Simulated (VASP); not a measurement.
# BaTe in VASP: notebook, part 2 of 2

VASP 6.6.1. Earlier steps stand in the parts before.

## 3. Single point, PBE

This run uses another cell than the first one: it holds 8 atoms, not 4.

File INCAR:

```
SYSTEM = BaTe
ALGO     = Normal         ! electronic algorithm
EDIFF    = 1E-6           ! SCF threshold, eV
ENCUT    = 520            ! plane-wave cutoff, eV
GGA      = PE             ! functional
ISIF     = 2              ! what is computed and relaxed
ISMEAR   = 0              ! smearing method
LASPH    = .TRUE.         ! aspherical terms in the spheres
LCHARG   = .FALSE.        ! write CHGCAR
LREAL    = .FALSE.        ! projectors in reciprocal space
LWAVE    = .FALSE.        ! write WAVECAR
NBANDS   = 42             ! bands
NELM     = 80             ! most SCF steps
PREC     = Accurate       ! precision mode
SIGMA    = 0.1            ! smearing width, eV
```

File KPOINTS:

```
k-points
0
G
  3 3 1
  0 0 0
```

File POSCAR:

```
BaTe
1.0
    4.8628331101     -0.0011232523     -0.0011769466
   -2.4323664445      4.2067153901     -0.0011436357
   -0.0048066961     -0.0078903296     17.2105874338
Ba Te
4 4
Direct
    0.6656238101      0.3324078509      0.3750295157
    0.6676774448      0.3336445277      0.8749793575
    0.3334612287      0.6665264796      0.1251316904
    0.3331279279      0.6674107474      0.6249332031
    0.0010400671      0.0000226060      0.0000095307
   -0.0006944183     -0.0003355073      0.4999805148
   -0.0008154590     -0.0007753712      0.2500085699
    0.0005793985      0.0010986670      0.7499276180
```

Potentials or basis: VASP PAW PBE potentials, release 64 (Ba_sv, Te).

Launch:

```console
> cat potpaw_PBE.64/Ba_sv/POTCAR potpaw_PBE.64/Te/POTCAR > POTCAR
> mpirun -np 1 vasp_std > vasp.out
```

It took 2.7 min on 1 thread of Oxide Virtual Turin-like, shared host; peak memory 0.38 GiB.

Results (log left out):

| Quantity | Value |
| --- | --- |
| Free energy | -33.8416 eV |
| Pressure | 0.3 GPa |
| Largest force | 0.010 eV/Å |
| Band gap on the k mesh | 1.44 eV |

Forces on the atoms (eV/Å):
```
Ba   0.002  0.002 -0.001
Ba  -0.003  0.000  0.002
Ba   0.000  0.000 -0.010
Ba   0.003 -0.001  0.005
Te  -0.004  0.000  0.001
Te  -0.001  0.002 -0.002
Te   0.002  0.002  0.004
Te   0.001 -0.004  0.001
```

Levels at points of the mesh, in eV from the valence-band top:
```tsv
k point	band 28	band 29	band 30	band 31	band 32	band 33	band 34	band 35	band 36	band 37
(0.00, 0.00, 0.00)	-0.86	-0.86	-0.67	-0.67	0.00	1.99	2.19	2.63	2.64	2.95
```

Caveat: the k points lie up to 0.50 Å⁻¹ apart; spin-orbit coupling is left out, which moves the levels of the heavy elements. A k mesh can miss the band edges.

## 4. Single point, r2SCAN

File POSCAR:

```
BaTe
1.0
    4.8490244230     -0.0000000029      0.0000000000
   -2.4245122090      4.1993783353      0.0000000000
    0.0000000000      0.0000000000      8.6069377145
Ba Te
2 2
Direct
    0.6666666667      0.3333333333      0.7500000000
    0.3333333333      0.6666666667      0.2500000000
    0.0000000000      0.0000000000      0.0000000000
    0.0000000000      0.0000000000      0.5000000000
```

File INCAR.step1:

```
SYSTEM = BaTe
PREC     = Accurate       ! precision mode
ENCUT    = 520            ! plane-wave cutoff, eV
ISMEAR   = 0              ! smearing method
SIGMA    = 0.02           ! smearing width, eV
LREAL    = .FALSE.        ! projectors in reciprocal space
LASPH    = .TRUE.         ! aspherical terms in the spheres
NELM     = 80             ! most SCF steps
NBANDS   = 24             ! bands
GGA      = PE             ! functional
ALGO     = Normal         ! electronic algorithm
EDIFF    = 1E-4           ! SCF threshold, eV
LWAVE    = .TRUE.         ! write WAVECAR
LCHARG   = .FALSE.        ! write CHGCAR
```

File INCAR.step2:

```
SYSTEM = BaTe
PREC     = Accurate       ! precision mode
ENCUT    = 520            ! plane-wave cutoff, eV
EDIFF    = 1E-6           ! SCF threshold, eV
ISMEAR   = 0              ! smearing method
SIGMA    = 0.02           ! smearing width, eV
LREAL    = .FALSE.        ! projectors in reciprocal space
LASPH    = .TRUE.         ! aspherical terms in the spheres
NELM     = 80             ! most SCF steps
ALGO     = Normal         ! electronic algorithm
ISIF     = 2              ! what is computed and relaxed
LWAVE    = .FALSE.        ! write WAVECAR
LCHARG   = .FALSE.        ! write CHGCAR
METAGGA  = R2SCAN         ! meta-GGA
LMIXTAU  = .TRUE.       
NBANDS   = 24             ! bands
ISTART   = 1
```

File KPOINTS:

```
regular mesh
0
G
  6 6 4
  0 0 0
```

Potentials or basis: VASP PAW PBE potentials, release 64 (Ba_sv, Te).

Launch:

```console
> cat potpaw_PBE.64/Ba_sv/POTCAR potpaw_PBE.64/Te/POTCAR > POTCAR
> cp INCAR.step1 INCAR
> mpirun -np 1 vasp_std > vasp.out
> cp INCAR.step2 INCAR
> mpirun -np 1 vasp_std > vasp.out
```

OUTCAR:

```text
SYSTEM = BaTe
   PREC = Accurate
   ENCUT = 520
   EDIFF = 1E-6
   ISMEAR = 0
   LREAL = .FALSE.
   LASPH = .TRUE.
   NELM = 80
   ISIF = 2
   METAGGA = R2SCAN
   ISTART = 1

 ion  position               nearest neighbor table
   1  0.667  0.333  0.750-   3 3.53   4 3.53   3 3.53   4 3.53   3 3.53   4 3.53
   2  0.333  0.667  0.250-   3 3.53   4 3.53   3 3.53   4 3.53   3 3.53   4 3.53
   3  0.000  0.000  0.000-   1 3.53   2 3.53   2 3.53   1 3.53   1 3.53   2 3.53
   4  0.000  0.000  0.500-   1 3.53   2 3.53   2 3.53   1 3.53   1 3.53   2 3.53

  LATTYP: Found a hexagonal cell.
 ALAT       =     4.8490244230
[... 763 lines left out ...]
  --------------------------------------------------------------------------------------
  -------------------------------------------------------------------------------------
  Total        0.3049983      0.3049983      0.5138011     -0.0000000     -0.0000000      0.0000000
  in kB        2.7881746      2.7881746      4.6969675     -0.0000000     -0.0000000      0.0000000
  external PRESSURE =       3.4244389 kB  Pullay stress =       0.0000000 kB

 VOLUME and BASIS-vectors are now :
 -----------------------------------------------------------------------------
  energy-cutoff  :      520.00
  volume of cell :      175.26
      direct lattice vectors                 reciprocal lattice vectors
     4.849024423 -0.000000003  0.000000000     0.206227050  0.119065242  0.000000000
    -2.424512209  4.199378335  0.000000000     0.000000000  0.238130485  0.000000000
     0.000000000  0.000000000  8.606937715     0.000000000  0.000000000  0.116185342

 POSITION                                       TOTAL-FORCE (eV/Angst)
 -----------------------------------------------------------------------------------
      2.42451      1.39979      6.45520        -0.000000      0.000000      0.000000
      0.00000      2.79959      2.15173         0.000000      0.000000     -0.000000
      0.00000      0.00000      0.00000        -0.000000     -0.000000      0.000000
      0.00000      0.00000      4.30347        -0.000000     -0.000000      0.000000
 -----------------------------------------------------------------------------------
    total drift:                               -0.000000      0.000000     -0.000000

  FREE ENERGIE OF THE ION-ELECTRON SYSTEM (eV)
  ---------------------------------------------------
  free  energy   TOTEN  =      -111.7364644873 eV

  energy  without entropy=     -111.7364644873  energy(sigma->0) =     -111.73646449
```

Wall time 8.3 min (1 thread of Oxide Virtual Turin-like, shared host); peak memory 0.32 GiB.

Results:

```yaml
Free_energy: -111.7365 eV
Pressure: 0.3 GPa
Band_gap_on_the_k_mesh: 1.60 eV, indirect (least direct gap 1.92 eV)
```

Caveat: the PAW data sets were made with another functional, which shifts forces and pressure a little; spin-orbit coupling is left out, which moves the levels of the heavy elements. r2SCAN opens gaps a little over a GGA but as a rule still falls short of measured ones.

## 5. Relaxation of shape and atoms at fixed volume, PBE (volume scaled by 0.97)

File INCAR:

```
SYSTEM = BaTe
  PREC = Accurate
  ENCUT = 600
  EDIFF = 1E-6
  ISMEAR = 0
  SIGMA = 0.02
  LREAL = .False.
  LASPH = .True.
  NELM = 100
  ALGO = Normal
  ISIF = 4
  LWAVE = .False.
  LCHARG = .False.
  GGA = PE
  IBRION = 2
  NSW = 50
  EDIFFG = -0.01
```

File KPOINTS:

```
regular mesh
0
Gamma
  6 6 4
  0 0 0
```

File POSCAR:

```
BaTe
1.0
    4.8000410293     -0.0000000029      0.0000000000
   -2.4000205122      4.1569574720      0.0000000000
    0.0000000000      0.0000000000      8.5199930053
Ba Te
2 2
Direct
    0.6666666667      0.3333333333      0.7500000000
    0.3333333333      0.6666666667      0.2500000000
    0.0000000000      0.0000000000      0.0000000000
    0.0000000000      0.0000000000      0.5000000000
```

Launch:

```console
> cat potpaw_PBE.64/Ba_sv/POTCAR potpaw_PBE.64/Te/POTCAR > POTCAR
> mpirun -np 1 vasp_std > vasp.out
```

It took 6 min on 1 thread of Oxide Virtual Turin-like, shared host; peak memory 0.34 GiB.

It converged, with:

- Free energy: -16.9597 eV
- Energy gained by relaxing: 0.1 meV/atom
- Ionic steps: 3
- Pressure after relaxing: 1.2 GPa
- Band gap on the k mesh: 1.27 eV, indirect (least direct gap 1.61 eV)

The path:
| step | energy change (eV) | largest force (eV/Å) | pressure (GPa) | volume (Å³) |
| --- | --- | --- | --- | --- |
| 1 | 0.0000 | 0.0000 | 1.26 | 170.00 |
| 2 | -0.0004 | 0.0000 | 1.24 | 170.00 |
| 3 | -0.0004 | 0.0000 | 1.23 | 170.00 |

Final structure:
```yaml
crystal:
  lattice:
    - [4.79165, 0.00000, 0.00000]
    - [-2.39582, 4.14969, 0.00000]
    - [0.00000, 0.00000, 8.54987]
  atoms:
    - { symbol: Ba, position: [0.66667, 0.33333, 0.75000] }
    - { symbol: Ba, position: [0.33333, 0.66667, 0.25000] }
    - { symbol: Te, position: [0.00000, 0.00000, 0.00000] }
    - { symbol: Te, position: [0.00000, 0.00000, 0.50000] }
```

Levels at points of the mesh, in eV from the valence-band top:
```csv
k point,band 14,band 15,band 16,band 17,band 18,band 19
"(0.00, 0.00, 0.00)",-0.66,-0.66,0.00,1.97,2.31,2.67
"(0.50, 0.00, 0.00)",-1.37,-0.71,-0.34,1.27,3.25,3.56
"(0.00, 0.00, 0.50)",-0.86,-0.86,-0.86,3.03,3.03,3.55
"(0.50, 0.00, 0.50)",-1.48,-1.06,-1.06,2.14,2.14,4.48
```

Caveat: the cell differs from its parent crystal (volume scaled by 0.97); spin-orbit coupling is left out, which moves the levels of the heavy elements.

## 6. Overview

| task | level | cell | k mesh | cutoff (eV) | smearing | gap on the mesh (eV) | pressure (GPa) |
| --- | --- | --- | --- | --- | --- | --- | --- |
| single point | PBE | a = 4.849, b = 4.849, c = 8.607 Å, angles 90.0, 90.0, 120.0°, 4 atoms | 6 × 6 × 4 | 520 | gaussian 0.02 eV | 1.31 | 0.3 |
| single point | PBE | a = 4.863, b = 4.859, c = 17.211 Å, angles 90.0, 90.0, 120.1°, 8 atoms | 3 × 3 × 1 | 520 | gaussian 0.1 eV | 1.44 | 0.3 |
| single point | r2SCAN | a = 4.849, b = 4.849, c = 8.607 Å, angles 90.0, 90.0, 120.0°, 4 atoms | 6 × 6 × 4 | 520 | gaussian 0.02 eV | 1.60 | 0.3 |
| relaxation of shape and atoms at fixed volume | PBE | relaxed from a = 4.800, b = 4.800, c = 8.520 Å, angles 90.0, 90.0, 120.0°, 4 atoms | 6 × 6 × 4 | 600 | gaussian 0.02 eV | 1.27 | 1.2 |

Alike in all rows: potentials or basis VASP PAW PBE potentials, release 64 (Ba_sv, Te); no spin polarisation.

Caveats: some runs use coarse meshes; spin-orbit coupling is left out, which moves the levels of the heavy elements; the PAW data sets were made with another functional, which shifts forces and pressure a little (some runs).

Total energies depend on the potentials used, so only differences within one code and one set of settings carry meaning.
